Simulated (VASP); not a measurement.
# MnO (Fm-3m) in VASP: notebook

MnO is run at these levels: PBE+U; tasks: single point.

All numbers are computed with VASP 6.6.1; they aren't measurements. Logs are shortened: lines on timing, memory, paths and dates and some standing lists are left out, and cuts for length are marked.

### Step 1. The cell of the first run

The structure is cubic, space group Fm-3m (No. 225). The conventional cell has a = 4.444 Å, b = 4.444 Å, c = 4.444 Å, α = 90.00°, β = 90.00°, γ = 90.00°. Within 2.9 Å of Mn (site symmetry m-3m) lie 6 O at 2.22 Å. Within 2.9 Å of O (site symmetry m-3m) lie 6 Mn at 2.22 Å.

### Step 2. Single point, PBE+U, collinear spin, antiferromagnetic start

File INCAR:

```
SYSTEM = MnO
PREC     = Accurate       ! precision mode
ENCUT    = 600            ! plane-wave cutoff, eV
EDIFF    = 1E-6           ! SCF threshold, eV
ISMEAR   = 0              ! smearing method
SIGMA    = 0.05           ! smearing width, eV
LREAL    = .FALSE.        ! projectors in reciprocal space
LASPH    = .TRUE.         ! aspherical terms in the spheres
NELM     = 200            ! most SCF steps
ALGO     = Normal         ! electronic algorithm
ISIF     = 2              ! what is computed and relaxed
LWAVE    = .FALSE.        ! write WAVECAR
LCHARG   = .FALSE.        ! write CHGCAR
ISPIN    = 2              ! spin polarisation
MAGMOM   = 5 -5 0 0       ! initial moments
LORBIT   = 11             ! projections on sites
LMAXMIX  = 4              ! l up to which the mixer works
LDAU     = .TRUE.         ! DFT+U
LDAUTYPE = 2            
LDAUL    = 2 -1           ! shell
LDAUU    = 3.9 0          ! U, eV
LDAUJ    = 0 0          
LDAUPRINT= 1            
GGA      = PE             ! functional
NBANDS   = 33             ! bands
GGA_COMPAT= .FALSE.
```

File KPOINTS:

```
regular mesh
0
G
  5 5 5
  0 0 0
```

File POSCAR:

```
MnO
1.0
    0.0000000000      2.2220003343      2.2220003343
    2.2220003343      0.0000000000      2.2220003343
    4.4440006686      4.4440006686      0.0000000000
Mn O
2 2
Direct
    0.0000000000      0.0000000000      0.0000000000
    0.0000000000      0.0000000000      0.5000000000
    0.5000000000      0.5000000000      0.2500000000
    0.5000000000      0.5000000000      0.7500000000
```

Potentials or basis: VASP PAW PBE potentials, release 64 (Mn_sv, O).

Started as:

```console
$ cat potpaw_PBE.64/Mn_sv/POTCAR potpaw_PBE.64/O/POTCAR > POTCAR
$ mpirun -np 1 vasp_std > vasp.out
```

OUTCAR:

```text
SYSTEM = MnO
   PREC = Accurate
   ENCUT = 600
   EDIFF = 1E-6
   ISMEAR = 0
   LREAL = .FALSE.
   LASPH = .TRUE.
   NELM = 200
   ISIF = 2
   ISPIN = 2
   LORBIT = 11
   GGA = PE

 ion  position               nearest neighbor table
   1  0.000  0.000  0.000-   4 2.22   3 2.22   4 2.22   3 2.22   4 2.22   3 2.22
   2  0.000  0.000  0.500-   3 2.22   3 2.22   4 2.22   3 2.22   4 2.22   4 2.22
   3  0.500  0.500  0.250-   1 2.22   1 2.22   2 2.22   1 2.22   2 2.22   2 2.22
   4  0.500  0.500  0.750-   2 2.22   1 2.22   2 2.22   1 2.22   2 2.22   1 2.22

  LATTYP: Found a trigonal (rhomboedric) cell.
 ALAT       =     5.4427670273
 COS(alpha) =     0.8333333333

  Lattice vectors:

 A1 = (   4.4440006686,   2.2220003343,  -2.2220003343)
 A2 = (   2.2220003343,   2.2220003343,  -4.4440006686)
 A3 = (   2.2220003343,   4.4440006686,  -2.2220003343)

Analysis of symmetry for initial positions (statically):
=====================================================================
 Subroutine PRICEL returns following result:

  LATTYP: Found a face centered cubic cell.
 ALAT       =     4.4440006686
[... 12 lines left out ...]
 Subroutine GETGRP returns: Found 12 space group operations
 (whereof 12 operations were pure point group operations)
 out of a pool of 12 trial point group operations.

The static configuration has the point symmetry D_3d.

Analysis of symmetry for dynamics (positions and initial velocities):
=====================================================================
 Subroutine PRICEL returns following result:

  LATTYP: Found a face centered cubic cell.
 ALAT       =     4.4440006686
[... 12 lines left out ...]
 Subroutine GETGRP returns: Found 12 space group operations
 (whereof 12 operations were pure point group operations)
 out of a pool of 12 trial point group operations.

The dynamic configuration has the point symmetry D_3d.

Analysis of structural, dynamic, and magnetic symmetry:
=====================================================================
 Subroutine PRICEL returns following result:

  LATTYP: Found a face centered cubic cell.
 ALAT       =     4.4440006686
[... 12 lines left out ...]
 Subroutine GETGRP returns: Found 12 space group operations
 (whereof 12 operations were pure point group operations)
 out of a pool of 12 trial point group operations.

The overall configuration has the point symmetry D_3d.

 Subroutine INISYM returns: Found 12 space group operations
 (whereof 12 operations are pure point group operations),
 and found     2 'primitive' translations

----------------------------------------------------------------------------------------

                                     Primitive cell

  volume of cell :      21.9413

  direct lattice vectors                    reciprocal lattice vectors
     0.000000000  2.222000334  2.222000334    -0.225022468  0.225022468  0.225022468
     2.222000334  0.000000000  2.222000334     0.225022468 -0.225022468  0.225022468
     2.222000334  2.222000334  0.000000000     0.225022468  0.225022468 -0.225022468

  length of vectors
     3.142383008  3.142383008  3.142383008     0.389750348  0.389750348  0.389750348

  position of ions in fractional coordinates (direct lattice)
     0.000000000  0.000000000  0.000000000
     0.500000000  0.500000000  0.500000000

  ion indices of the primitive-cell ions
   primitive index   ion index
                 1           1
                 2           3

----------------------------------------------------------------------------------------
[... 134 lines left out ...]
  o =  0.0602  v =  0.0000  0.0000  0.0000  0.0000  0.0000  0.0002  0.0252  0.0066 -0.0250 -0.9993      0.0000  0.0000  0.0000  0.0000  0.0000  0.0000  0.0000  0.0000  0.0000  0.0000
  o =  0.0602  v =  0.0000  0.0000  0.0000  0.0000  0.0000 -0.0290 -0.0143 -0.9993 -0.0146 -0.0066      0.0000  0.0000  0.0000  0.0000  0.0000  0.0000  0.0000  0.0000  0.0000  0.0000
  o =  0.9059  v = -0.5774  0.5774 -0.0000  0.5774  0.0000  0.0000  0.0000  0.0000  0.0000  0.0000      0.0000  0.0000  0.0000  0.0000  0.0000  0.0000  0.0000  0.0000  0.0000  0.0000
  o =  0.9060  v =  0.7687  0.1466  0.0261  0.6220  0.0093  0.0000  0.0000  0.0000  0.0000  0.0000      0.0000  0.0000  0.0000  0.0000  0.0000  0.0000  0.0000  0.0000  0.0000  0.0000
  o =  0.9060  v =  0.2745  0.8029  0.0093 -0.5284 -0.0261  0.0000  0.0000  0.0000  0.0000  0.0000      0.0000  0.0000  0.0000  0.0000  0.0000  0.0000  0.0000  0.0000  0.0000  0.0000
  o =  0.9425  v =  0.0226  0.0113 -0.9996  0.0113  0.0000  0.0000  0.0000  0.0000  0.0000  0.0000      0.0000  0.0000  0.0000  0.0000  0.0000  0.0000  0.0000  0.0000  0.0000  0.0000
  o =  0.9425  v =  0.0000  0.0196  0.0000 -0.0196  0.9996  0.0000  0.0000  0.0000  0.0000  0.0000      0.0000  0.0000  0.0000  0.0000  0.0000  0.0000  0.0000  0.0000  0.0000  0.0000

atom =   2  type =  1  l = 2

 onsite density matrix

spin component  1

  0.0155  0.0001  0.0013  0.0001  0.0000
  0.0001  0.0155  0.0006 -0.0001 -0.0011
  0.0013  0.0006  0.0602  0.0006 -0.0000
  0.0001 -0.0001  0.0006  0.0155  0.0011
  0.0000 -0.0011 -0.0000  0.0011  0.0602

spin component  2

  0.9060  0.0001 -0.0008  0.0001  0.0000
  0.0001  0.9060 -0.0004 -0.0001  0.0007
 -0.0008 -0.0004  0.9425 -0.0004  0.0000
  0.0001 -0.0001 -0.0004  0.9060 -0.0007
  0.0000  0.0007  0.0000 -0.0007  0.9425

 occupancies and eigenvectors

  o =  0.0152  v = -0.5774  0.5774  0.0000  0.5774 -0.0000  0.0000  0.0000  0.0000  0.0000  0.0000      0.0000  0.0000  0.0000  0.0000  0.0000  0.0000  0.0000  0.0000  0.0000  0.0000
  o =  0.0156  v = -0.8159 -0.4151  0.0355 -0.4008 -0.0004  0.0000  0.0000  0.0000  0.0000  0.0000      0.0000  0.0000  0.0000  0.0000  0.0000  0.0000  0.0000  0.0000  0.0000  0.0000
  o =  0.0156  v = -0.0082  0.7025  0.0004 -0.7108  0.0355  0.0000  0.0000  0.0000  0.0000  0.0000      0.0000  0.0000  0.0000  0.0000  0.0000  0.0000  0.0000  0.0000  0.0000  0.0000
  o =  0.0602  v = -0.0002  0.0250 -0.0054 -0.0252 -0.9994  0.0000  0.0000  0.0000  0.0000  0.0000      0.0000  0.0000  0.0000  0.0000  0.0000  0.0000  0.0000  0.0000  0.0000  0.0000
  o =  0.0602  v =  0.0290  0.0146  0.9994  0.0143 -0.0054  0.0000  0.0000  0.0000  0.0000  0.0000      0.0000  0.0000  0.0000  0.0000  0.0000  0.0000  0.0000  0.0000  0.0000  0.0000
  o =  0.9059  v =  0.0000  0.0000  0.0000  0.0000  0.0000 -0.5774  0.5774  0.0000  0.5774 -0.0000      0.0000  0.0000  0.0000  0.0000  0.0000  0.0000  0.0000  0.0000  0.0000  0.0000
  o =  0.9060  v =  0.0000  0.0000  0.0000  0.0000  0.0000 -0.3045 -0.8080 -0.0103  0.5036  0.0257      0.0000  0.0000  0.0000  0.0000  0.0000  0.0000  0.0000  0.0000  0.0000  0.0000
  o =  0.9060  v =  0.0000  0.0000  0.0000  0.0000  0.0000  0.7573  0.1149  0.0257  0.6423  0.0103      0.0000  0.0000  0.0000  0.0000  0.0000  0.0000  0.0000  0.0000  0.0000  0.0000
  o =  0.9425  v =  0.0000  0.0000  0.0000  0.0000  0.0000 -0.0226 -0.0113  0.9996 -0.0113  0.0000      0.0000  0.0000  0.0000  0.0000  0.0000  0.0000  0.0000  0.0000  0.0000  0.0000
  o =  0.9425  v =  0.0000  0.0000  0.0000  0.0000  0.0000  0.0000  0.0196  0.0000 -0.0196  0.9996      0.0000  0.0000  0.0000  0.0000  0.0000  0.0000  0.0000  0.0000  0.0000  0.0000

 number of electron      42.0000015 magnetization       0.0000000

 Free energy of the ion-electron system (eV)
  ---------------------------------------------------
  ext. energy  EPLUGINS =         0.00000000
  ---------------------------------------------------
  free energy    TOTEN  =       -30.78832806 eV

  energy without entropy =      -30.78832806  energy(sigma->0) =      -30.78832806

 E-fermi :   8.0363     XC(G=0): -11.8613

 val. band max:        7.7171141817   @ k =   0.0000   0.0000   0.4000
 cond. band min:       9.4927242775   @ k =   0.0000   0.0000   0.0000
 fundamental gap:      1.7756100958
 Fermi energy:         8.0363013402

 spin component 1

 k-point     1 :       0.0000    0.0000    0.0000
  band No.  band energies     occupation
      1     -72.3319      1.00000
      2     -67.3325      1.00000
      3     -41.1128      1.00000
      4     -41.0789      1.00000
      5     -41.0789      1.00000
      6     -36.1953      1.00000
[... 673 lines left out ...]
     32      20.6635      0.00000
     33      22.4858      0.00000
 Fermi energy:         8.0363013402

 spin component 2

 k-point     1 :       0.0000    0.0000    0.0000
  band No.  band energies     occupation
      1     -72.3319      1.00000
      2     -67.3325      1.00000
      3     -41.1128      1.00000
      4     -41.0789      1.00000
      5     -41.0789      1.00000
      6     -36.1953      1.00000
[... 673 lines left out ...]
     32      20.6635      0.00000
     33      22.4857      0.00000

------------------------ aborting loop because EDIFF is reached ----------------------------------------

  FORCE on cell =-STRESS in cart. coord.  units (eV):
  Direction    XX          YY          ZZ          XY          YZ          ZX
  --------------------------------------------------------------------------------------
  -------------------------------------------------------------------------------------
  Total        0.6822607      0.6822607      0.6822607     -0.3187656      0.3187656      0.3187656
  in kB       24.9097066     24.9097066     24.9097066    -11.6383036     11.6383036     11.6383036
  external PRESSURE =      24.9097066 kB  Pullay stress =       0.0000000 kB

 VOLUME and BASIS-vectors are now :
 -----------------------------------------------------------------------------
  energy-cutoff  :      600.00
  volume of cell :       43.88
      direct lattice vectors                 reciprocal lattice vectors
     0.000000000  2.222000334  2.222000334    -0.225022468  0.225022468  0.225022468
     2.222000334  0.000000000  2.222000334     0.225022468 -0.225022468  0.225022468
     4.444000669  4.444000669  0.000000000     0.112511234  0.112511234 -0.112511234

 POSITION                                       TOTAL-FORCE (eV/Angst)
 -----------------------------------------------------------------------------------
      0.00000      0.00000      0.00000        -0.000000     -0.000000     -0.000000
      2.22200      2.22200      0.00000         0.000000      0.000000     -0.000000
      2.22200      2.22200      2.22200        -0.000000     -0.000000     -0.000000
      4.44400      4.44400      2.22200         0.000000      0.000000      0.000000
 -----------------------------------------------------------------------------------
    total drift:                                0.000000      0.000000      0.000000

  FREE ENERGIE OF THE ION-ELECTRON SYSTEM (eV)
  ---------------------------------------------------
  free  energy   TOTEN  =       -30.7883280588 eV

  energy  without entropy=      -30.7883280588  energy(sigma->0) =      -30.78832806

 total charge

# of ion       s       p       d       tot
------------------------------------------
    1        2.113   6.013   4.746  12.873
    2        2.113   6.013   4.746  12.873
    3        1.552   3.453   0.000   5.005
    4        1.552   3.453   0.000   5.005
--------------------------------------------------
tot          7.330  18.932   9.493  35.755

 magnetization (x)

# of ion       s       p       d       tot
------------------------------------------
    1        0.014   0.013   4.418   4.445
    2       -0.014  -0.013  -4.418  -4.445
    3        0.000   0.000   0.000   0.000
    4        0.000   0.000   0.000   0.000
--------------------------------------------------
tot          0.000   0.000   0.000   0.000
```

Wall time 53 s (1 thread of Intel Xeon Platinum 8488C (Sapphire Rapids), shared host); peak memory 0.22 GiB.

The run converged, but its numbers aren't listed here, since they failed a check.

Caveat: the k points lie up to 0.49 Å⁻¹ apart; the result breaks the symmetry of the cell.

### Step 3. Single point, PBE+U, collinear spin, ferromagnetic start

This run uses another cell than the first one: it holds 2 atoms, not 4.

File INCAR:

```
PREC = Accurate ; ENCUT = 600
EDIFF = 1E-6 ; ISMEAR = 0
SIGMA = 0.05 ; LREAL = False
LASPH = True ; NELM = 200
ALGO = Normal ; ISIF = 2
LWAVE = False ; LCHARG = False
ISPIN = 2 ; MAGMOM = 0.5 0
LORBIT = 11 ; LMAXMIX = 4
LDAU = True ; LDAUTYPE = 2
LDAUL = 2 -1 ; LDAUU = 3.9 0
LDAUJ = 0 0 ; LDAUPRINT = 1
GGA = PE ; NBANDS = 22
GGA_COMPAT = False
```

File KPOINTS:

```
regular mesh
0
Gamma
  12 12 12
```

File POSCAR:

```
MnO
1.0
    0.0000000000      2.2220003343      2.2220003343
    2.2220003343      0.0000000000      2.2220003343
    2.2220003343      2.2220003343      0.0000000000
Mn O
1 1
Direct
    0.0000000000      0.0000000000      0.0000000000
    0.5000000000      0.5000000000      0.5000000000
```

Potentials or basis: VASP PAW PBE potentials, release 64 (Mn_sv, O).

Started as:

```console
$ cat potpaw_PBE.64/Mn_sv/POTCAR potpaw_PBE.64/O/POTCAR > POTCAR
$ mpirun -np 1 vasp_std > vasp.out
```

Run time: 2.2 min. Hardware: 1 thread of Intel Xeon Platinum 8259CL at 2.50GHz (Skylake/Cascade Lake), shared host; peak memory 0.21 GiB.

Results (log left out):

| Item | Value |
| --- | --- |
| Free energy | -15.3120 eV |
| Pressure | 5.2 GPa |
| Band gap on the k mesh | 0.16 eV, indirect (least direct gap 2.73 eV) |
| Net moment | 5.00 μB per cell |
| Site moments | Mn +4.49; O +0.17 μB |
| Valence electrons inside the program's atomic spheres | Mn 12.88; O 5.01 |

Levels at points of the mesh, in eV from the valence-band top:
Spin up:
```
           k point  band 11  band 12  band 13  band 14  band 15  band 16
(0.00, 0.00, 0.00)    -2.89    -2.89    -2.89     0.16    14.57    16.38
(0.50, 0.00, 0.00)    -2.47     0.00     0.00     4.10     8.44    12.47
(0.50, 0.50, 0.00)    -2.99    -2.99    -2.88     5.62     8.57    10.46
```
Spin down:
| k point | band 4 | band 5 | band 6 | band 7 | band 8 | band 9 | band 10 | band 11 | band 12 | band 13 |
| --- | --- | --- | --- | --- | --- | --- | --- | --- | --- | --- |
| (0.00, 0.00, 0.00) | -44.81 | -19.05 | -2.56 | -2.56 | -2.56 | 1.51 | 3.03 | 3.03 | 3.03 | 3.72 |
| (0.50, 0.00, 0.00) | -44.82 | -18.08 | -6.57 | -3.83 | -3.83 | 4.18 | 4.48 | 4.48 | 5.17 | 5.92 |
| (0.50, 0.50, 0.00) | -44.84 | -18.08 | -5.70 | -3.57 | -3.57 | 1.07 | 4.40 | 4.46 | 5.03 | 5.03 |

Eigenvalues of the final occupation matrices:
| site | spin | trace | eigenvalues |
| --- | --- | --- | --- |
| site 1 d | 1 | 4.62 | 0.91 0.91 0.91 0.94 0.94 |
| site 1 d | 2 | 0.15 | 0.01 0.01 0.01 0.05 0.05 |

Caveat: a cell with one magnetic atom can't hold antiferromagnetic order, which such compounds often take.

### Step 4. Single point, PBE+U, collinear spin, ferromagnetic start

This run uses another cell than the first one: it holds 2 atoms, not 4.

File INCAR:

```
SYSTEM = MnO
PREC = Accurate ; ENCUT = 600
EDIFF = 1E-6 ; ISMEAR = 0
SIGMA = 0.05 ; LREAL = .False.
LASPH = .True. ; NELM = 200
ALGO = Normal ; ISIF = 2
LWAVE = .False. ; LCHARG = .False.
ISPIN = 2 ; MAGMOM = 5 0
LORBIT = 11 ; LMAXMIX = 4
LDAU = .True. ; LDAUTYPE = 2
LDAUL = 2 -1 ; LDAUU = 3.9 0
LDAUJ = 0 0 ; LDAUPRINT = 1
GGA = PE ; NBANDS = 22
GGA_COMPAT = .False.
```

File KPOINTS:

```
regular mesh
0
Gamma
  12 12 12
  0 0 0
```

POSCAR is that of step 3.

Started as:

```console
$ cat potpaw_PBE.64/Mn_sv/POTCAR potpaw_PBE.64/O/POTCAR > POTCAR
$ mpirun -np 1 vasp_std > vasp.out
```

Wall time 86 s (1 thread of AMD EPYC 7R13 (Zen 3), shared host); peak memory 0.18 GiB.

It converged, with:

* Free energy: -15.3120 eV
* Pressure: 5.2 GPa
* Band gap on the k mesh: 0.16 eV, indirect (least direct gap 2.73 eV)
* Net moment: 5.00 μB per cell
* Site moments: Mn +4.49; O +0.17 μB
* Valence electrons inside the program's atomic spheres: Mn 12.88; O 5.01

Levels at points of the mesh, in eV from the valence-band top:
Spin up:
```
           k point  band 11  band 12  band 13  band 14  band 15  band 16
(0.00, 0.00, 0.00)    -2.89    -2.89    -2.89     0.16    14.57    16.38
(0.50, 0.00, 0.00)    -2.47     0.00     0.00     4.10     8.44    12.47
(0.50, 0.50, 0.00)    -2.99    -2.99    -2.88     5.62     8.57    10.46
```
Spin down:
| k point | band 6 | band 7 | band 8 | band 9 | band 10 | band 11 |
| --- | --- | --- | --- | --- | --- | --- |
| (0.00, 0.00, 0.00) | -2.56 | -2.56 | -2.56 | 1.51 | 3.03 | 3.03 |
| (0.50, 0.00, 0.00) | -6.57 | -3.83 | -3.83 | 4.18 | 4.48 | 4.48 |
| (0.50, 0.50, 0.00) | -5.70 | -3.57 | -3.57 | 1.07 | 4.40 | 4.46 |

Eigenvalues of the final occupation matrices:
```tsv
site	spin	trace	eigenvalues
site 1 d	1	4.62	0.91 0.91 0.91 0.94 0.94
site 1 d	2	0.15	0.01 0.01 0.01 0.05 0.05
```

Caveat: a cell with one magnetic atom can't hold antiferromagnetic order, which such compounds often take. A k mesh can miss the band edges.
